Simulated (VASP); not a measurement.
AlN, 4 atoms in the cell. Symmetry: P6_3/mmc, No. 194, hexagonal system. Conventional cell: a = 3.314 Å, b = 3.314 Å, c = 4.187 Å, α = 90.00°, β = 90.00°, γ = 120.00°. Al (site symmetry -6m2) has 5 N at 1.91 to 2.09 Å within 2.5 Å. Within 2.5 Å of N (site symmetry -6m2) lie 5 Al at 1.91 to 2.09 Å. 

| Quantity | Value |
| --- | --- |
| Program | VASP 6.6.1 |
| Task | single point |
| Functional | PBE |
| Potentials or basis | VASP PAW PBE potentials, release 64 (Al, N) |
| Cutoff | 520 eV |
| k mesh | 9 × 9 × 6 |
| Occupations | gaussian, width 0.02 eV |
| Spin | no spin polarisation |
| Dipole correction | no |
| Further INCAR settings | ALGO = Normal; EDIFF = 1e-07; NBANDS = 16 |

Potentials or basis: VASP PAW PBE potentials, release 64 (Al, N).

Launch:

```sh
$ cat potpaw_PBE.64/Al/POTCAR potpaw_PBE.64/N/POTCAR > POTCAR
$ mpirun -np 1 vasp_std > vasp.out
```

Hardware: 1 thread of Intel Xeon 8259CL, on a shared host.

Problem. Estimate the wall time of this run.

Solution. Run time: 32 s on 1 thread of Intel Xeon 8259CL, on a shared host, peak memory 0.17 GiB. Counts: scf iterations 14, k points 48.
